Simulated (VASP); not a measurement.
Runs of VASP 6.6.1 on TaN. The structure is that of space group P-6m2 (No. 187), or close to it. The cells are those of the table. 

```tsv
task	cell	cutoff (eV)	gap on the mesh (eV)	pressure (GPa)
single point	a = 2.905, b = 2.905, c = 2.859 Å, angles 90.0, 90.0, 120.0°, 2 atoms	520	none	13.5
single point	a = 2.873, b = 2.873, c = 2.833 Å, angles 90.0, 90.0, 120.0°, 2 atoms	520	none	27.4
relaxation of shape and atoms at fixed volume	relaxed from a = 2.874, b = 2.874, c = 2.829 Å, angles 90.0, 90.0, 120.0°, 2 atoms	600	none	27.5
single point	a = 2.967, b = 2.967, c = 2.910 Å, angles 90.0, 90.0, 120.0°, 2 atoms	520	none	(a)
single point	a = 2.997, b = 2.997, c = 2.934 Å, angles 90.0, 90.0, 120.0°, 2 atoms	520	none	-17.2
```

Alike in all rows: level r2SCAN; potentials or basis VASP PAW PBE potentials, release 64 (Ta_pv, N); no spin polarisation; k mesh 18 × 18 × 14; smearing gaussian 0.1 eV.

Question: Estimate the missing entries.

Answer: (a) -8.5.

Caveats: the PAW data sets were made with another functional, which shifts forces and pressure a little; spin-orbit coupling is left out, which moves the levels of the heavy elements; the cell stands under pressure (at least some runs); the cell stands under tension (at least some runs).

A k mesh can miss the band edges, and the runs leave out spin-orbit coupling on Ta.

A gap of «none» marks levels without a gap at the run's occupations.
